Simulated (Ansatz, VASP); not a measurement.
## Two plane-wave programs on MgO

```xyz
4
Lattice="3.3078 0.0000 0.0000 -1.6539 2.8646 0.0000 0.0000 0.0000 4.9829" Properties=species:S:1:pos:R:3 pbc="T T T"
Mg    0.0000    1.9098    0.0108
Mg    1.7249    0.6068    2.6224
O     0.0000    1.9098    2.0053
O     1.6539    0.9549    4.4968
```

Change from the starting cell: one atom moved.

Alike in both runs: task single point; functional PBEsol; k mesh 9 × 9 × 6; occupations gaussian, width 0.02 eV; no spin polarisation.

|  | VASP | Ansatz |
| --- | --- | --- |
| version | VASP 6.6.1 | Ansatz 0.2.0 |
| potentials or method | VASP PAW PBE potentials, release 64 (Mg, O), cutoff 520 eV | scalar-relativistic, plane waves, PAW |
| valence electrons in the cell | 16 | 32 |

|  | VASP | Ansatz | Ansatz less VASP |
| --- | --- | --- | --- |
| gap on the k mesh at the Fermi level (eV) | 3.28 | 3.28 | +0.002 |
| least direct gap on the mesh (eV) | 3.28 | 3.28 | +0.002 |
| pressure (GPa) | 7.9 | 7.8 | -0.08 |
| traceless stress, the component that is largest in VASP (GPa) | -12.97 | -12.56 | +0.416 |
| rms of the force components (eV/Å) | 2.368 | 2.295 | -0.0723 |

VASP's potentials were made for PBE, not for PBEsol. Atom by atom the forces differ by 0.073 eV/Å (rms over components). With one functional, cell and mesh, what is left measures potentials, basis and numerics. VASP's potentials hold 16 valence electrons a cell and Ansatz's 32, so a difference there can come from the potentials and not from the codes.
